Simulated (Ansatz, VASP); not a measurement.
**One calculation of NaAg2I3, two programs**

```
Na Ag I
1.0
     4.57336    2.64043    4.39893
    -4.57336    2.64043    4.39893
     0.00000   -5.28086    4.39893
Na Ag I
1 2 3
Direct
  0.50000 0.50000 0.50000
  0.73467 0.73467 0.73467
  0.26533 0.26533 0.26533
  0.50000 0.50000 0.00000
  0.00000 0.50000 0.50000
  0.50000 0.00000 0.50000
```

Alike in both runs: functional PBE; k mesh 3 × 3 × 3; occupations gaussian, width 0.1 eV; no spin polarisation.

Ansatz relaxed the structure, and its values are those at the end. VASP's run is a single point on that final structure, the one shown.

|  | VASP | Ansatz |
| --- | --- | --- |
| version | VASP 6.6.1 | Ansatz 0.2.0 |
| potentials or method | VASP PAW PBE potentials, release 64 (Na_pv, Ag, I), cutoff 520 eV | scalar-relativistic, plane waves, PAW |
| valence electrons in the cell | 50 | 98 |

```tsv
	VASP	Ansatz	Ansatz less VASP
gap on the k mesh at the Fermi level (eV)	1.28	1.28	+0.002
least direct gap on the mesh (eV)	1.30	1.30	+0.002
pressure (GPa)	0.0	0.0	+0.03
rms of the force components (eV/Å)	0.000	0.003	+0.0034
```

With one functional, cell and mesh, what is left measures potentials, basis and numerics. VASP's potentials hold 50 valence electrons a cell and Ansatz's 98, so a difference there can come from the potentials and not from the codes.

Spin-orbit coupling is off throughout.
